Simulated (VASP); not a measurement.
# SiB2 (I-4m2) in VASP: single point with PBE

Aim: the single point of SiB2 with PBE.

Program: VASP 6.6.1. These are calculated values, not measurements. Logs are shortened: lines on timing, memory, paths and dates and some standing lists are left out, and cuts for length are marked.

## (1) The cell of the first run

Symmetry: I-4m2, No. 119, tetragonal system. Conventional cell: a = 3.133 Å, b = 3.133 Å, c = 7.754 Å, α = 90.00°, β = 90.00°, γ = 90.00°. Within 2.5 Å of Si (site symmetry -4m2) lie 4 B at 1.86 Å. Within 2.5 Å of B (site symmetry 2mm) lie 2 Si at 1.86 Å and 1 B at 1.86 Å.

## (2) Single point, PBE

INCAR

```
SYSTEM = SiB2
PREC = Accurate
ENCUT = 520
EDIFF = 1E-6
ISMEAR = 0
SIGMA = 0.1
LREAL = .FALSE.
LASPH = .TRUE.
NELM = 60
ALGO = Normal
ISIF = 2
LWAVE = .FALSE.
LCHARG = .FALSE.
GGA = PE
NBANDS = 12
```

KPOINTS

```
regular mesh
0
G
  8 8 8
  0 0 0
```

POSCAR

```
SiB2
1.0
   -1.5667301600      1.5667301600      3.8771446400
    1.5667301600     -1.5667301600      3.8771446400
    1.5667301600      1.5667301600     -3.8771446400
Si B
1 2
Direct
    0.7500000000      0.2500000000      0.5000000000
    0.3798992300      0.3798992300      0.0000000000
    0.6201007700      0.6201007700      0.0000000000
```

Potentials or basis: VASP PAW PBE potentials, release 64 (Si, B).

Started as:

```bash
$ cat potpaw_PBE.64/Si/POTCAR potpaw_PBE.64/B/POTCAR > POTCAR
$ mpirun -np 1 vasp_std > vasp.out
```

OUTCAR:

```text
SYSTEM = SiB2
   PREC = Accurate
   ENCUT = 520
   EDIFF = 1E-6
   ISMEAR = 0
   LREAL = .FALSE.
   LASPH = .TRUE.
   NELM = 60
   ISIF = 2
   GGA = PE

 ion  position               nearest neighbor table
   1  0.750  0.250  0.500-   3 1.86   2 1.86   2 1.86   3 1.86
   2  0.380  0.380  0.000-   1 1.86   1 1.86   3 1.86
   3  0.620  0.620  0.000-   1 1.86   1 1.86   2 1.86

  LATTYP: Found a body centered tetragonal cell.
 ALAT       =     3.1334603200
 C/A-ratio  =     2.4746728818

  Lattice vectors:

 A1 = (  -1.5667301600,   1.5667301600,   3.8771446400)
 A2 = (   1.5667301600,  -1.5667301600,   3.8771446400)
 A3 = (   1.5667301600,   1.5667301600,  -3.8771446400)

Analysis of symmetry for initial positions (statically):
=====================================================================
 Subroutine PRICEL returns:
 Original cell was already a primitive cell.

 Routine SETGRP: Setting up the symmetry group for a
 body centered tetragonal supercell.

 Subroutine GETGRP returns: Found  8 space group operations
 (whereof  8 operations were pure point group operations)
 out of a pool of 16 trial point group operations.

The static configuration has the point symmetry D_2d.

Analysis of symmetry for dynamics (positions and initial velocities):
=====================================================================
 Subroutine PRICEL returns:
 Original cell was already a primitive cell.

 Routine SETGRP: Setting up the symmetry group for a
 body centered tetragonal supercell.

 Subroutine GETGRP returns: Found  8 space group operations
 (whereof  8 operations were pure point group operations)
 out of a pool of 16 trial point group operations.

The dynamic configuration has the point symmetry D_2d.

 Subroutine INISYM returns: Found  8 space group operations
 (whereof  8 operations are pure point group operations),
 and found     1 'primitive' translations

----------------------------------------------------------------------------------------

                                     Primitive cell

  volume of cell :      38.0680

  direct lattice vectors                    reciprocal lattice vectors
    -1.566730160  1.566730160  3.877144640     0.000000000  0.319136002  0.128960884
     1.566730160 -1.566730160  3.877144640     0.319136002  0.000000000  0.128960884
     1.566730160  1.566730160 -3.877144640     0.319136002  0.319136002  0.000000000

  length of vectors
     4.465594848  4.465594848  4.465594848     0.344207347  0.344207347  0.451326463

  position of ions in fractional coordinates (direct lattice)
     0.750000000  0.250000000  0.500000000
     0.379899230  0.379899230  0.000000000
     0.620100770  0.620100770  0.000000000

[... 86 lines left out ...]
   TEBEG  =    0.0;   TEEND  =   0.0 temperature during run
   PSTRESS=    0.0 pullay stress
   NELECT =      10.0000    total number of electrons
   NUPDOWN=      -1.0000    fix difference up-down
   EMIN   =  10.00;   EMAX   =-10.00  energy-range for DOS
   EFERMI =   0.00;   METHOD = LEGACY
   ISMEAR =     0;   SIGMA  =   0.10  broadening in eV -4-tet -1-fermi 0-gaus
   EFERMI_NEDOS =   21; number of points for ismear=-14 and -15
   IALGO  =     38    algorithm
   IMIX   =      4    mixing-type and parameters
     AMIX     =   0.40;   BMIX     =  1.00
     AMIX_MAG =   1.60;   BMIX_MAG =  1.00
  volume/ion in A,a.u.               =      12.69        85.63
  Fermi-wavevector in a.u.,A,eV,Ry     =   1.048467  1.981315 14.956649  1.099283
  Thomas-Fermi vector in A             =   2.183390
   LORBIT       =      0    0 simple, 1 ext, 2 COOP (PROOUT), +10 PAW based schemes
   GGA     = PE    functional components
   LHFCALC =     F    Hartree Fock is set to
   AEXX    =    0.0000 exact exchange contribution
   IVDW    =     0    specifies the selected vdW correction
   LEPSILON=     F    determine dielectric tensor
   LRPA    =     F    only Hartree local field effects (RPA)
 non-spin polarized calculation
 Gauss-broadening in eV      SIGMA  =   0.10
  energy-cutoff  :      520.00
  volume of cell :       38.07
 maximum number of plane-waves:      1040
 NGX is ok and might be reduce to    36
   NGX = 17   NGY = 17   NGZ = 17

 number of electron      10.0000000 magnetization

 Free energy of the ion-electron system (eV)
  ---------------------------------------------------
  ext. energy  EPLUGINS =         0.00000000
  ---------------------------------------------------
  free energy    TOTEN  =       -15.39240215 eV

  energy without entropy =      -15.38475949  energy(sigma->0) =      -15.38858082

 E-fermi :   4.2439     XC(G=0):  -9.8905

 val. band max:        4.2376667759   @ k =  -0.3750   0.2500  -0.0000
 cond. band min:       4.2454615203   @ k =   0.3750  -0.0000   0.0000
 fundamental gap:      0.0077947444
 Fermi energy:         4.2438805036

 k-point     1 :       0.0000    0.0000    0.0000
  band No.  band energies     occupation
      1      -8.0030      2.00000
      2       0.1830      2.00000
      3       0.3616      2.00000
      4       3.8420      2.00000
      5       3.8420      2.00000
      6       6.7934      0.00000
      7       6.7934      0.00000
      8       7.4353      0.00000
      9      11.9895      0.00000
     10      13.9688      0.00000
     11      14.1580      0.00000
     12      19.0856      0.00000
[... 331 lines left out ...]
 k-point    24 :       0.3750    0.1250    0.1250
  band No.  band energies     occupation
      1      -4.5849      2.00000
      2      -2.8617      2.00000
      3       0.1044      2.00000
      4       1.7348      2.00000
      5       1.9914      2.00000
      6       5.0160      0.00000
      7       6.2334      0.00000
      8      10.4222      0.00000
      9      12.4301      0.00000
     10      13.5616      0.00000
     11      15.4797      0.00000
     12      17.0876      0.00000

 [... further k-points ...]
[... 5 lines left out ...]
  --------------------------------------------------------------------------------------
  -------------------------------------------------------------------------------------
  Total        8.5729128      8.5729128     -1.6145193      0.0000000      0.0000000      0.0000000
  in kB      360.8100185    360.8100185    -67.9506189      0.0000000      0.0000000      0.0000000
  external PRESSURE =     217.8898060 kB  Pullay stress =       0.0000000 kB

 VOLUME and BASIS-vectors are now :
 -----------------------------------------------------------------------------
  energy-cutoff  :      520.00
  volume of cell :       38.07
      direct lattice vectors                 reciprocal lattice vectors
    -1.566730160  1.566730160  3.877144640     0.000000000  0.319136002  0.128960884
     1.566730160 -1.566730160  3.877144640     0.319136002  0.000000000  0.128960884
     1.566730160  1.566730160 -3.877144640     0.319136002  0.319136002  0.000000000

 POSITION                                       TOTAL-FORCE (eV/Angst)
 -----------------------------------------------------------------------------------
      0.00000      1.56673      1.93857        -0.000000     -0.000000     -0.000000
      0.00000      0.00000      2.94585         0.000000      0.000000      4.305231
      0.00000      0.00000      4.80844         0.000000      0.000000     -4.305231
 -----------------------------------------------------------------------------------
    total drift:                               -0.000000      0.000000     -0.000000

  FREE ENERGIE OF THE ION-ELECTRON SYSTEM (eV)
  ---------------------------------------------------
  free  energy   TOTEN  =       -15.3924021490 eV

  energy  without entropy=      -15.3847594908  energy(sigma->0) =      -15.38858082
```

OSZICAR:

```text
N       E                     dE             d eps       ncg     rms          rms(c)
DAV:   1     0.136914257098E+02    0.13691E+02   -0.43862E+03  1416   0.702E+02
DAV:   2    -0.155081812145E+02   -0.29200E+02   -0.27882E+02  1880   0.121E+02
DAV:   3    -0.165602662761E+02   -0.10521E+01   -0.10308E+01  1888   0.196E+01
DAV:   4    -0.165663711585E+02   -0.61049E-02   -0.61027E-02  1668   0.181E+00
DAV:   5    -0.165664273498E+02   -0.56191E-04   -0.56190E-04  1852   0.176E-01    0.799E+00
DAV:   6    -0.156618929522E+02    0.90453E+00   -0.74794E-01  1676   0.413E+00    0.453E+00
DAV:   7    -0.153889176570E+02    0.27298E+00   -0.75667E-01  1748   0.416E+00    0.779E-01
DAV:   8    -0.153916114308E+02   -0.26938E-02   -0.24511E-02  1632   0.992E-01    0.231E-01
DAV:   9    -0.153922325264E+02   -0.62110E-03   -0.70017E-04  1824   0.187E-01    0.646E-02
DAV:  10    -0.153923863704E+02   -0.15384E-03   -0.15391E-04  1692   0.731E-02    0.152E-02
DAV:  11    -0.153924016942E+02   -0.15324E-04   -0.27712E-05  1764   0.308E-02    0.489E-03
DAV:  12    -0.153924021490E+02   -0.45483E-06   -0.29251E-06  1724   0.964E-03
   1 F= -.15392402E+02 E0= -.15388581E+02  d E =-.764266E-02
```

It took 25 s on 1 thread of Intel Xeon Platinum 8488C (Sapphire Rapids), shared host; peak memory 0.2 GiB.

What came out:

- Free energy: -15.3924 eV
- Pressure: 21.8 GPa
- Largest force: 4.305 eV/Å
- Band gap on the k mesh: zero (band 5 reaches 5.00 eV, above the bottom of band 6 at 2.48 eV)

Forces in eV/Å, atoms in the order of the input:
```
Si   0.000  0.000  0.000
B    0.000  0.000  4.305
B    0.000  0.000 -4.305
```

Levels at points of the mesh, in eV from the Fermi level:
```csv
k point,band 2,band 3,band 4,band 5,band 6,band 7,band 8,band 9
"(0.00, 0.00, 0.00)",-4.06,-3.88,-0.40,-0.40,2.55,2.55,3.19,7.75
"(0.50, 0.00, 0.00)",-7.71,-4.44,-2.60,0.10,1.63,3.87,6.20,8.58
"(0.50, 0.50, 0.00)",-6.75,-5.50,-2.76,-2.22,-1.77,2.66,5.30,5.77
"(0.50, 0.50, 0.50)",-8.44,-1.25,-1.25,0.43,4.76,4.89,4.89,6.03
```

Caveat: forces of over 1 eV/Å act on the atoms, so gaps and moduli don't describe the material at rest.
